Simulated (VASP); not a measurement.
# Se (P6_3/mmc) in VASP: notebook

Se is run at these levels: PBEsol; tasks: single point, relaxation of cell and atoms.

Everything below comes from runs of VASP 6.6.1. Logs are shortened: lines on timing, memory, paths and dates and some standing lists are left out, and cuts for length are marked.

## 1. The cell of the first run

Symmetry: P6_3/mmc, No. 194, hexagonal system. The conventional cell has a = 3.482 Å, b = 3.482 Å, c = 3.899 Å, α = 90.00°, β = 90.00°, γ = 120.00°. Se (site symmetry -6m2) has 12 Se at 2.80 to 3.48 Å within 3.7 Å.

This isn't the form of Se at room conditions, which is trigonal, of chains.

## 2. Single point, PBEsol

File INCAR:

```
PREC = Accurate
ENCUT = 520
EDIFF = 1E-7
ISMEAR = 0
SIGMA = 0.1
LREAL = F
LASPH = T
NELM = 100
ALGO = Normal
ISIF = 2
LWAVE = F
LCHARG = T
GGA = PS
LELF = T
LVHAR = T
NBANDS = 13
```

File KPOINTS:

```
regular mesh
0
Gamma
  6 6 4
```

File POSCAR:

```
Se
1.0
    3.4820376573      0.0000000000      0.0000000000
   -1.7410188286      3.0155330682      0.0000000000
    0.0000000000      0.0000000000      3.8993459197
Se
2
Direct
    0.3333333333      0.6666666667      0.2500000000
    0.6666666667      0.3333333333      0.7500000000
```

Potentials or basis: VASP PAW PBE potentials, release 64 (Se).

Command:

```sh
$ cat potpaw_PBE.64/Se/POTCAR > POTCAR
$ mpirun -np 1 vasp_std > vasp.out
```

OUTCAR:

```text
PREC = Accurate
   ENCUT = 520
   EDIFF = 1E-7
   ISMEAR = 0
   LREAL = F
   LASPH = T
   NELM = 100
   ISIF = 2
   GGA = PS

 ion  position               nearest neighbor table
   1  0.333  0.667  0.250-
   2  0.667  0.333  0.750-

  LATTYP: Found a hexagonal cell.
 ALAT       =     3.4820376573
 C/A-ratio  =     1.1198459935

  Lattice vectors:

 A1 = (   3.4820376573,   0.0000000000,   0.0000000000)
 A2 = (  -1.7410188286,   3.0155330682,   0.0000000000)
 A3 = (   0.0000000000,   0.0000000000,   3.8993459197)

Analysis of symmetry for initial positions (statically):
=====================================================================
 Subroutine PRICEL returns:
 Original cell was already a primitive cell.

 Routine SETGRP: Setting up the symmetry group for a
 hexagonal supercell.

 Subroutine GETGRP returns: Found 24 space group operations
 (whereof 12 operations were pure point group operations)
 out of a pool of 24 trial point group operations.

The static configuration has the point symmetry D_3d.
 The point group associated with its full space group is D_6h.

Analysis of symmetry for dynamics (positions and initial velocities):
=====================================================================
 Subroutine PRICEL returns:
 Original cell was already a primitive cell.

 Routine SETGRP: Setting up the symmetry group for a
 hexagonal supercell.

 Subroutine GETGRP returns: Found 24 space group operations
 (whereof 12 operations were pure point group operations)
 out of a pool of 24 trial point group operations.

The dynamic configuration has the point symmetry D_3d.
 The point group associated with its full space group is D_6h.

 Subroutine INISYM returns: Found 24 space group operations
 (whereof 12 operations are pure point group operations),
 and found     1 'primitive' translations

----------------------------------------------------------------------------------------

                                     Primitive cell

  volume of cell :      40.9439

  direct lattice vectors                    reciprocal lattice vectors
     3.482037657  0.000000000  0.000000000     0.287188163  0.165808163  0.000000000
    -1.741018829  3.015533068  0.000000000     0.000000000  0.331616327  0.000000000
     0.000000000  0.000000000  3.899345920     0.000000000  0.000000000  0.256453267

  length of vectors
     3.482037657  3.482037657  3.899345920     0.331616327  0.331616327  0.256453267

  position of ions in fractional coordinates (direct lattice)
     0.333333333  0.666666667  0.250000000
     0.666666667  0.333333333  0.750000000

  ion indices of the primitive-cell ions
   primitive index   ion index
                 1           1
                 2           2

----------------------------------------------------------------------------------------

 KPOINTS: regular mesh

Automatic generation of k-mesh.
 Grid dimensions read from file:
 generate k-points for:    6    6    4

 Generating k-lattice:

  Cartesian coordinates                     Fractional coordinates (reciprocal lattice)
     0.047864694  0.027634694  0.000000000     0.166666667 -0.000000000  0.000000000
     0.000000000  0.055269388  0.000000000     0.000000000  0.166666667  0.000000000
     0.000000000  0.000000000  0.064113317     0.000000000  0.000000000  0.250000000

  Length of vectors
     0.055269388  0.055269388  0.064113317

  Shift w.r.t. Gamma in fractional coordinates (k-lattice)
     0.000000000  0.000000000  0.000000000

 Subroutine IBZKPT returns following result:
 ===========================================

 Found     21 irreducible k-points:

 Following reciprocal coordinates:
            Coordinates               Weight
  0.000000  0.000000  0.000000      1.000000
  0.166667 -0.000000  0.000000      6.000000
  0.333333 -0.000000  0.000000      6.000000
  0.500000 -0.000000  0.000000      3.000000
  0.166667  0.166667  0.000000      6.000000
  0.333333  0.166667  0.000000     12.000000
[... 13 lines left out ...]
  0.333333  0.166667  0.500000     12.000000
  0.333333  0.333333  0.500000      2.000000
   k-points           NKPTS =     21   k-points in BZ     NKDIM =     21   number of bands    NBANDS=     13
   number of dos      NEDOS =    301   number of ions     NIONS =      2
   total plane-waves  NPLWV =  23520
   dimension x,y,z NGX =    28 NGY =   28 NGZ =   30
   dimension x,y,z NGXF=    56 NGYF=   56 NGZF=   60
   ions per type =               2
   NGX,Y,Z   is equivalent  to a cutoff of  13.37, 13.37, 12.79 a.u.
   NGXF,Y,Z  is equivalent  to a cutoff of  26.74, 26.74, 25.58 a.u.
 SYSTEM =  unknown system
   PREC   = accura    normal or accurate (medium, high low for compatibility)
   ISTART =      0    job   : 0-new  1-cont  2-samecut
   ICHARG =      2    charge: 1-file 2-atom 10-const
   ISPIN  =      1    spin polarized calculation?
   LNONCOLLINEAR =      F non collinear calculations
   LSORBIT =      F    spin-orbit coupling
   LASPH  =      T    aspherical Exc in radial PAW
   ENCUT  =  520.0 eV  38.22 Ry    6.18 a.u.   6.47  6.47  7.25*2*pi/ulx,y,z
   NELM   =    100;   NELMIN=  2; NELMDL= -5     # of ELM steps
   EDIFF  = 0.1E-06   stopping-criterion for ELM
   LREAL  =      F    real-space projection
   EDIFFG = 0.1E-05   stopping-criterion for IOM
   NSW    =      0    number of steps for IOM
   IBRION =     -1    ionic relax: 0-MD 1-quasi-New 2-CG
   NFREE  =      0    steps in history (QN), initial steepest desc. (CG)
   ISIF   =      2    stress and relaxation
   ISYM   =      2    0-nonsym 1-usesym 2-fastsym
   POTIM  = 0.5000    time-step for ionic-motion
   TEBEG  =    0.0;   TEEND  =   0.0 temperature during run
   PSTRESS=    0.0 pullay stress
   NELECT =      12.0000    total number of electrons
   NUPDOWN=      -1.0000    fix difference up-down
   EMIN   =  10.00;   EMAX   =-10.00  energy-range for DOS
   EFERMI =   0.00;   METHOD = LEGACY
   ISMEAR =     0;   SIGMA  =   0.10  broadening in eV -4-tet -1-fermi 0-gaus
   EFERMI_NEDOS =   21; number of points for ismear=-14 and -15
   IALGO  =     38    algorithm
   IMIX   =      4    mixing-type and parameters
     AMIX     =   0.40;   BMIX     =  1.00
     AMIX_MAG =   1.60;   BMIX_MAG =  1.00
  volume/ion in A,a.u.               =      20.47       138.15
  Fermi-wavevector in a.u.,A,eV,Ry     =   1.087440  2.054964 16.089252  1.182527
  Thomas-Fermi vector in A             =   2.223600
   LORBIT       =      0    0 simple, 1 ext, 2 COOP (PROOUT), +10 PAW based schemes
   GGA     = PS    functional components
   LHFCALC =     F    Hartree Fock is set to
   AEXX    =    0.0000 exact exchange contribution
   IVDW    =     0    specifies the selected vdW correction
   LEPSILON=     F    determine dielectric tensor
   LRPA    =     F    only Hartree local field effects (RPA)
 non-spin polarized calculation
 Gauss-broadening in eV      SIGMA  =   0.10
  energy-cutoff  :      520.00
  volume of cell :       40.94
 maximum number of plane-waves:      1119
 NGX is ok and might be reduce to    28
   NGX = 13   NGY = 13   NGZ = 15

 number of electron      12.0000001 magnetization

 Free energy of the ion-electron system (eV)
  ---------------------------------------------------
  ext. energy  EPLUGINS =         0.00000000
  ---------------------------------------------------
  free energy    TOTEN  =        -7.12566247 eV

  energy without entropy =       -7.12034573  energy(sigma->0) =       -7.12300410

 E-fermi :   5.2331     XC(G=0): -10.5960

 val. band max:        5.2284757341   @ k =   0.0000   0.0000   0.5000
 cond. band min:       5.5962157201   @ k =   0.1667   0.1667   0.0000
 fundamental gap:      0.3677399860
 Fermi energy:         5.2330665066

 k-point     1 :       0.0000    0.0000    0.0000
  band No.  band energies     occupation
      1     -11.0632      2.00000
      2      -4.7503      2.00000
      3      -0.1551      2.00000
      4       3.6294      2.00000
      5       3.6294      2.00000
      6       6.6942      0.00000
      7       6.6942      0.00000
      8       9.4754      0.00000
      9       9.6639      0.00000
     10      13.1996      0.00000
     11      15.6628      0.00000
     12      15.6628      0.00000
     13      17.4954      0.00000

 k-point     2 :       0.1667   -0.0000    0.0000
  band No.  band energies     occupation
      1     -10.7114      2.00000
      2      -5.0010      2.00000
      3       0.2208      2.00000
      4       2.4097      2.00000
      5       2.9747      2.00000
      6       5.8632      0.00000
      7       7.2843      0.00000
      8       8.3355      0.00000
      9      10.9806      0.00000
     10      13.3223      0.00000
     11      15.9630      0.00000
     12      16.0987      0.00000
     13      16.5955      0.00000

 k-point     3 :       0.3333   -0.0000    0.0000
  band No.  band energies     occupation
      1      -9.7334      2.00000
      2      -5.9645      2.00000
      3       1.1617      2.00000
      4       1.2729      2.00000
      5       2.1107      2.00000
      6       4.6737      2.00000
      7       6.1151      0.00000
      8       7.8217      0.00000
      9      10.1340      0.00000
     10      15.5554      0.00000
     11      15.5625      0.00000
     12      15.5676      0.00000
     13      16.9474      0.00000
[... 257 lines left out ...]
 k-point    20 :       0.3333    0.1667    0.5000
  band No.  band energies     occupation
      1      -7.5016      2.00000
      2      -7.5016      2.00000
      3      -0.8557      2.00000
      4      -0.8557      2.00000
      5       2.6275      2.00000
      6       2.6275      2.00000
      7       8.1989      0.00000
      8       8.1989      0.00000
      9      14.4419      0.00000
     10      14.4419      0.00000
     11      18.1829      0.00000
     12      18.1829      0.00000
     13      19.3004      0.00000

 k-point    21 :       0.3333    0.3333    0.5000
  band No.  band energies     occupation
      1      -7.2514      2.00000
      2      -7.2514      2.00000
      3      -0.9708      2.00000
      4      -0.9708      2.00000
      5       1.5266      2.00000
      6       1.5266      2.00000
      7       9.1563      0.00000
      8       9.1563      0.00000
      9      15.9773      0.00000
     10      15.9773      0.00000
     11      18.0088      0.00000
     12      18.0088      0.00000
     13      19.1347      0.00000

------------------------ aborting loop because EDIFF is reached ----------------------------------------

  FORCE on cell =-STRESS in cart. coord.  units (eV):
  Direction    XX          YY          ZZ          XY          YZ          ZX
  --------------------------------------------------------------------------------------
  -------------------------------------------------------------------------------------
  Total        0.0900212      0.0900212      0.1262482      0.0000000      0.0000000      0.0000000
  in kB        3.5226229      3.5226229      4.9402237      0.0000000      0.0000000      0.0000000
  external PRESSURE =       3.9951565 kB  Pullay stress =       0.0000000 kB

 VOLUME and BASIS-vectors are now :
 -----------------------------------------------------------------------------
  energy-cutoff  :      520.00
  volume of cell :       40.94
      direct lattice vectors                 reciprocal lattice vectors
     3.482037657  0.000000000  0.000000000     0.287188163  0.165808163  0.000000000
    -1.741018829  3.015533068  0.000000000     0.000000000  0.331616327  0.000000000
     0.000000000  0.000000000  3.899345920     0.000000000  0.000000000  0.256453267

 POSITION                                       TOTAL-FORCE (eV/Angst)
 -----------------------------------------------------------------------------------
     -0.00000      2.01036      0.97484        -0.000000      0.000000      0.000000
      1.74102      1.00518      2.92451         0.000000     -0.000000      0.000000
 -----------------------------------------------------------------------------------
    total drift:                               -0.000000      0.000000      0.000000

  FREE ENERGIE OF THE ION-ELECTRON SYSTEM (eV)
  ---------------------------------------------------
  free  energy   TOTEN  =        -7.1256624700 eV

  energy  without entropy=       -7.1203457252  energy(sigma->0) =       -7.12300410
```

It took 7.4 s on 1 thread of AMD EPYC 9R45 (Zen 5), shared host; peak memory 0.12 GiB.

Results:

| Property | Result |
| --- | --- |
| Free energy | -7.1257 eV |
| Pressure | 0.4 GPa |
| Band gap on the k mesh | zero (bands 6 and 7 overlap by 3.07 eV) |

Levels at points of the mesh, in eV from the Fermi level:
| k point | band 3 | band 4 | band 5 | band 6 | band 7 | band 8 | band 9 | band 10 |
| --- | --- | --- | --- | --- | --- | --- | --- | --- |
| (0.00, 0.00, 0.00) | -5.39 | -1.60 | -1.60 | 1.46 | 1.46 | 4.24 | 4.43 | 7.97 |
| (0.50, 0.00, 0.00) | -4.35 | -3.45 | -2.96 | -1.04 | -0.60 | 2.69 | 4.06 | 9.75 |
| (0.00, 0.00, 0.50) | -0.40 | -0.40 | 0.00 | 0.00 | 0.00 | 0.00 | 8.73 | 8.73 |
| (0.50, 0.00, 0.50) | -6.46 | -6.46 | -1.28 | -1.28 | 1.47 | 1.47 | 8.92 | 8.92 |

Caveat: the k points lie up to 0.40 Å⁻¹ apart, too coarse for converged energies and pressures of a metal; the PAW data sets were made with another functional, which shifts forces and pressure a little.

## 3. Relaxation of cell and atoms, PBEsol

This run uses another cell than the first one, of 28.77 Å³/atom.

File INCAR:

```
PREC = Accurate
ENCUT = 600
EDIFF = 1E-7
ISMEAR = 0
SIGMA = 0.1
LREAL = F
LASPH = T
NELM = 60
ALGO = Normal
ISIF = 3
LWAVE = F
LCHARG = F
GGA = PS
IBRION = 2
NSW = 90
EDIFFG = -0.04
```

File KPOINTS:

```
Automatic mesh
0
Gamma
  6 6 4
```

File POSCAR:

```
Se
1.0
    3.4466147851      0.0000000000      0.0000000000
   -1.7233073925      2.9848559609      0.0000000000
    0.0000000000      0.0000000000      5.5940383272
Se
2
Direct
    0.3333333333      0.6666666667      0.2500000000
    0.6666666667      0.3333333333      0.7500000000
```

Potentials or basis: VASP PAW PBE potentials, release 64 (Se).

Command:

```sh
$ cat potpaw_PBE.64/Se/POTCAR > POTCAR
$ mpirun -np 1 vasp_std > vasp.out
```

It took 98 s on 1 thread of AMD EPYC 9R45 (Zen 5), shared host; peak memory 0.17 GiB.

The run converged. Its results:

```yaml
Free_energy: -7.1263 eV
Relaxed_volume: 20.54 Å³/atom
Relaxed_cell: a = 3.480 Å, b = 3.480 Å, c = 3.916 Å, α = 90.00°, β = 90.00°, γ = 120.00°
Space_group_after_relaxing_to_0.1_Å: P6_3/mmc (No. 194)
Energy_gained_by_relaxing: 873.7 meV/atom
Ionic_steps: 18
Pressure_after_relaxing: -0.1 GPa
Band_gap_on_the_k_mesh: zero (bands 6 and 7 overlap by 3.11 eV)
```

Stress tensor (GPa, compression positive):
```
 0.05  0.00  0.00
 0.00  0.05  0.00
 0.00  0.00 -0.30
```

Step by step:
```
step  energy change (eV)  largest force (eV/Å)  pressure (GPa)  volume (Å³)
   1              0.0000                0.0000          -12.90        57.55
   2             -1.1588                0.0000           -2.66        40.31
   3             -1.1788                0.0000            0.56        38.71
   4             -1.3649                0.0000            1.08        38.32
   5             -1.5437                0.0000            2.63        37.75
   6             -1.5819                0.0000           12.72        36.18
   7             -1.5992                0.0000            7.49        37.01
   8             -1.6110                0.0000            8.54        36.79
   9             -1.6136                0.0000           10.49        36.49
  10             -1.6433                0.0000            9.61        37.01
  11             -1.6569                0.0000            8.82        37.65
  12             -1.6954                0.0000            6.51        38.36
  13             -1.7456                0.0000            0.63        40.52
  14             -1.7459                0.0000            0.21        40.70
  15             -1.7459                0.0000            0.07        40.76
  16             -1.7461                0.0000            0.04        40.79
  17             -1.7467                0.0000            0.00        40.89
  18             -1.7473                0.0000           -0.07        41.08
```

Final structure:
```
Se
1.0
     3.48033    0.00000    0.00000
    -1.74016    3.01405    0.00000
     0.00000    0.00000    3.91577
Se
2
Cartesian
  0.0000 2.0094 0.9789
  1.7402 1.0047 2.9368
```

Levels at points of the mesh, in eV from the Fermi level:
```tsv
k point	band 3	band 4	band 5	band 6	band 7	band 8	band 9	band 10
(0.00, 0.00, 0.00)	-5.40	-1.56	-1.56	1.47	1.47	4.23	4.47	7.99
(0.50, 0.00, 0.00)	-4.35	-3.41	-2.97	-1.08	-0.61	2.66	4.08	9.72
(0.00, 0.00, 0.50)	-0.40	-0.40	0.02	0.02	0.02	0.02	9.08	9.08
(0.50, 0.00, 0.50)	-6.43	-6.43	-1.26	-1.26	1.46	1.46	8.87	8.87
```

Caveat: the volume moved by over 15 % at a fixed basis, so the end points are rough; the PAW data sets were made with another functional, which shifts forces and pressure a little.
